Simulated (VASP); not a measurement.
**Pt2Cl: relaxation of cell and atoms with PBE**

Crystal: Pt2Cl.

```
CELL_PARAMETERS angstrom
4.73127 0.00000 0.00000
-2.36563 4.09740 0.00000
0.00000 0.00000 2.65738
ATOMIC_POSITIONS crystal
Pt 0.33333 0.66667 0.50000
Pt 0.66667 0.33333 0.50000
Cl 0.00000 0.00000 0.00000
```

```yaml
Program: VASP 6.6.1
Task: relaxation of cell and atoms
Functional: PBE
Potentials_or_basis: VASP PAW PBE potentials, release 64 (Pt, Cl)
Cutoff: 600 eV
k_mesh: 6 × 6 × 6
Occupations: gaussian, width 0.1 eV
Spin: no spin polarisation
Dipole_correction: no
Further_INCAR_settings: ALGO = Normal; EDIFF = 1e-06; IBRION = 2; EDIFFG = -0.04; NSW = 90; ISIF = 3
```

```yaml
Relaxed_volume: 17.29 Å³/atom
Relaxed_cell: a = 4.632 Å, b = 4.632 Å, c = 2.792 Å, α = 90.00°, β = 90.00°, γ = 120.00°
Space_group_after_relaxing_to_0.05_Å: P6/mmm (No. 191)
Energy_gained_by_relaxing: 24.1 meV/atom
Ionic_steps: 6
Pressure_after_relaxing: 0.1 GPa
```

Stress tensor (GPa, compression positive):
```
0.03 0.00 0.00
0.00 0.03 0.00
0.00 0.00 0.23
```

Step by step:
```csv
step,energy change (eV),largest force (eV/Å),pressure (GPa),volume (Å³)
1,0.0000,0.0000,1.53,51.52
2,-0.0642,0.0000,-2.00,52.69
3,-0.0644,0.0000,-2.11,52.75
4,-0.0683,0.0000,1.88,51.20
5,-0.0722,0.0000,0.15,51.83
6,-0.0724,0.0000,0.09,51.87
```

Final structure:
```yaml
crystal:
  lattice:
    - [4.63151, 0.00000, 0.00000]
    - [-2.31575, 4.01100, 0.00000]
    - [0.00000, 0.00000, 2.79206]
  atoms:
    - { symbol: Pt, position: [0.33333, 0.66667, 0.50000] }
    - { symbol: Pt, position: [0.66667, 0.33333, 0.50000] }
    - { symbol: Cl, position: [0.00000, 0.00000, 0.00000] }
```

Levels at points of the mesh, in eV from the Fermi level:
| k point | band 11 | band 12 | band 13 | band 14 | band 15 | band 16 |
| --- | --- | --- | --- | --- | --- | --- |
| (0.00, 0.00, 0.00) | -0.73 | -0.18 | -0.18 | -0.06 | -0.06 | 3.83 |
| (0.50, 0.00, 0.00) | -0.87 | -0.48 | -0.05 | 0.02 | 0.09 | 2.12 |
| (0.00, 0.00, 0.50) | -2.05 | -0.33 | -0.33 | 1.26 | 1.54 | 3.95 |
| (0.50, 0.00, 0.50) | -1.16 | -0.42 | 0.36 | 0.63 | 3.47 | 4.43 |

Wall time 75 s on 1 thread of AMD EPYC 9R14 (Zen 4), with other jobs on the host, peak memory 0.17 GiB.

Caveat: the k points lie up to 0.38 Å⁻¹ apart in the final cell; spin-orbit coupling is left out, which moves the levels of the heavy elements; an odd number of electrons without spin polarisation forces a metal; a magnetic or distorted state may lie lower.
